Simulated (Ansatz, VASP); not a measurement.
**Ge: VASP beside Ansatz**

The input INCAR:

```
SYSTEM = Ge
PREC     = Accurate       ! precision mode
ENCUT    = 520            ! plane-wave cutoff, eV
EDIFF    = 1E-6           ! SCF threshold, eV
ISMEAR   = -1             ! smearing method
SIGMA    = 0.05           ! smearing width, eV
LREAL    = .FALSE.        ! projectors in reciprocal space
LASPH    = .TRUE.         ! aspherical terms in the spheres
NELM     = 80             ! most SCF steps
ALGO     = Normal         ! electronic algorithm
ISIF     = 2              ! what is computed and relaxed
LWAVE    = .FALSE.        ! write WAVECAR
LCHARG   = .FALSE.        ! write CHGCAR
GGA      = PS             ! functional
NBANDS   = 36             ! bands
```

File KPOINTS:

```
Automatic mesh
0
G
  8 8 4
  0 0 0
```

POSCAR

```
Ge
1.0
    3.9707555995      0.0000000000      0.0000000000
   -1.9853777998      3.4387752215      0.0000000000
    0.0000000000      0.0000000000      6.5550854883
Ge
4
Direct
    0.3333333333      0.6666666667      0.9370987500
    0.6666666667      0.3333333333      0.4370987500
    0.3333333333      0.6666666667      0.5629012500
    0.6666666667      0.3333333333      0.0629012500
```

Contents of input.yaml:

```yaml
crystal:
  lattice:
    - [3.9707555995, 0.0, 0.0]
    - [-1.9853777998, 3.4387752215, 0.0]
    - [0.0, 0.0, 6.5550854883]
  atoms:
    - { symbol: Ge, position: [0.3333333333, 0.6666666667, 0.93709875] }
    - { symbol: Ge, position: [0.6666666667, 0.3333333333, 0.43709875] }
    - { symbol: Ge, position: [0.3333333333, 0.6666666667, 0.56290125] }
    - { symbol: Ge, position: [0.6666666667, 0.3333333333, 0.06290125] }
hamiltonian:
  xc: pbesol
  pseudopotentials: { kind: paw }
kpoints:
  mp_grid: { grid: [8, 8, 4] }
scf:
  occupations: { method: fermi_dirac, width: 0.05 }
output:
  forces: true
  stress: true
  eigenvalues: true
```

Alike in both runs: task single point; functional PBEsol; k mesh 8 × 8 × 4; occupations fermi-dirac, width 0.05 eV; no spin polarisation.

|  | VASP | Ansatz |
| --- | --- | --- |
| version | VASP 6.6.1 | Ansatz 0.2.0 |
| potentials or method | VASP PAW PBE potentials, release 64 (Ge_d) | Ansatz PAW |
| plane-wave cutoff (eV) | 520 | 420 |
| valence electrons in the cell | 56 | 56 |

|  | VASP | Ansatz | Ansatz less VASP |
| --- | --- | --- | --- |
| gap on the k mesh at the Fermi level (eV) | none | none | - |
| pressure (GPa) | 1.2 | 1.4 | +0.12 |
| traceless stress, the component that is largest in VASP (GPa) | -0.25 | -0.25 | -0.002 |
| rms of the force components (eV/Å) | 0.004 | 0.005 | +0.0009 |

VASP's potentials were made for PBE, not for PBEsol. Atom by atom the forces differ by 0.001 eV/Å (rms over components). A gap of «none» marks a metal or a gap that the smearing closes.
